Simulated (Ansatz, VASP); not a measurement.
# Two plane-wave programs on ScBiTe3

```xyz
5
Lattice="5.5446 0.0000 0.0000 0.0000 5.5446 0.0000 0.0000 0.0000 5.5446" Properties=species:S:1:pos:R:3 pbc="T T T"
Sc    2.7723    2.7723    2.7723
Bi    0.0000    0.0000    0.0000
Te    0.0000    2.7723    2.7723
Te    2.7723    0.0000    2.7723
Te    2.7723    2.7723    0.0000
```

Change from the starting cell: species swapped into the Pr3InO type (Pm-3m, No. 221).

Alike in both runs: functional PBE; k mesh 4 × 4 × 4; occupations gaussian, width 0.1 eV; no spin polarisation.

Ansatz relaxed the structure, and its values are those at the end. VASP's run is a single point on that final structure, the one shown.

|  | VASP | Ansatz |
| --- | --- | --- |
| version | VASP 6.6.1 | Ansatz 0.2.0 |
| potentials or method | VASP PAW PBE potentials, release 64 (Sc_sv, Bi_d, Te), cutoff 520 eV | scalar-relativistic, plane waves, PAW |
| valence electrons in the cell | 44 | 74 |

```tsv
	VASP	Ansatz	Ansatz less VASP
gap on the k mesh at the Fermi level (eV)	none	none	-
pressure (GPa)	-0.1	-0.2	-0.03
```

A gap of «none» marks a metal or a gap that the smearing closes. The functional is the same, so the differences come from potentials, cutoffs and numerics. VASP's potentials hold 44 valence electrons a cell and Ansatz's 74, so a difference there can come from the potentials and not from the codes.

Spin-orbit coupling is off throughout.
